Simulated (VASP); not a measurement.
Write the native input for VASP 6.6.1 that does the following.

| Item | Value |
| --- | --- |
| Task | single point |
| Functional | PBE |
| Potentials or basis | VASP PAW PBE potentials, release 64 (In_d, P) |
| Cutoff | 520 eV |
| k mesh | 6 × 6 × 6 |
| Occupations | gaussian, width 0.01 eV |
| Spin | no spin polarisation |
| Dipole correction | no |
| Further INCAR settings | ALGO = Normal; EDIFF = 1e-06; NBANDS = 16 |

The structure of InP lies in POSCAR:

```
InP
1.0
    0.0000000000      2.9538133483      2.9538133483
    2.9538133483      0.0000000000      2.9538133483
    2.9538133483      2.9538133483      0.0000000000
In P
1 1
Direct
    0.0000000000      0.0000000000      0.0000000000
    0.2500000000      0.2500000000      0.2500000000
```

These files were run (other wordings do the same):

INCAR

```
ALGO = Normal
EDIFF = 1E-6
ENCUT = 520
GGA = PE
ISIF = 2
ISMEAR = 0
LASPH = True
LCHARG = False
LREAL = False
LWAVE = False
NBANDS = 16
NELM = 100
PREC = Accurate
SIGMA = 0.01
```

KPOINTS

```
k-points
0
Gamma
  6 6 6
```

Potentials or basis: VASP PAW PBE potentials, release 64 (In_d, P).

Run with:

```bash
$ cat potpaw_PBE.64/In_d/POTCAR potpaw_PBE.64/P/POTCAR > POTCAR
$ mpirun -np 1 vasp_std > vasp.out
```

Results of the run:

| Quantity | Value |
| --- | --- |
| Pressure | 1.6 GPa |
| Band gap on the k mesh | 0.58 eV, direct |

Caveat: spin-orbit coupling is left out, which moves the levels of the heavy elements.

Wall time 24 s on 1 thread of AMD EPYC 7R13, with other jobs on the host, peak memory 0.15 GiB.
